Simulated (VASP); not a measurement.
## Te2Mo: single point with PBE

Crystal: Te2Mo.

```xyz
6
Lattice="3.5182 0.0000 0.0000 -1.7591 3.0469 0.0000 0.0000 0.0000 13.9736" Properties=species:S:1:pos:R:3 pbc="T T T"
Te    1.7591    1.0156    5.2960
Te    0.0000    2.0312   12.2828
Te    1.7591    1.0156    1.6908
Te    0.0000    2.0312    8.6776
Mo    1.7591    1.0156   10.4802
Mo    0.0000    2.0312    3.4934
```

| Item | Value |
| --- | --- |
| Program | VASP 6.6.1 |
| Task | single point |
| Functional | PBE |
| Potentials or basis | VASP PAW PBE potentials, release 64 (Te, Mo_sv) |
| Cutoff | 520 eV |
| k mesh | 7 × 7 × 2 |
| Occupations | fermi-dirac, width 0.05 eV |
| Spin | no spin polarisation |
| Dipole correction | no |
| Further INCAR settings | ALGO = Normal; EDIFF = 1e-06; NBANDS = 35 |

```json
{"Pressure": "2.9 GPa", "Largest force": "0.189 eV/Å", "Band gap on the k mesh": "0.84 eV (least direct gap 1.25 eV)"}
```

Forces in eV/Å, atoms in the order of the input:
```
Te   0.000  0.000  0.189
Te   0.000  0.000  0.189
Te   0.000  0.000 -0.189
Te   0.000  0.000 -0.189
Mo   0.000  0.000  0.000
Mo   0.000  0.000  0.000
```

Stress tensor (GPa, compression positive):
```
2.70 0.00 0.00
0.00 2.70 0.00
0.00 0.00 3.44
```

Levels at points of the mesh, in eV from the valence-band top:
| k point | band 22 | band 23 | band 24 | band 25 | band 26 | band 27 | band 28 | band 29 | band 30 | band 31 |
| --- | --- | --- | --- | --- | --- | --- | --- | --- | --- | --- |
| (0.00, 0.00, 0.00) | -1.06 | -1.03 | -1.03 | -0.32 | 0.00 | 2.90 | 2.90 | 3.03 | 3.03 | 3.13 |
| (0.00, 0.00, 0.50) | -1.04 | -1.04 | -1.04 | -0.08 | -0.08 | 2.94 | 2.94 | 2.94 | 2.94 | 3.28 |

Run time: 3.6 min on 1 thread of Intel Xeon 8259CL, on a shared host, peak memory 0.31 GiB.

Caveat: spin-orbit coupling is left out, which moves the levels of the heavy elements; an odd mesh through Γ misses points on the zone boundary, where band edges can lie; this functional lacks dispersion, which binds the layers, so the pressure and a relaxed spacing across them are unreliable.
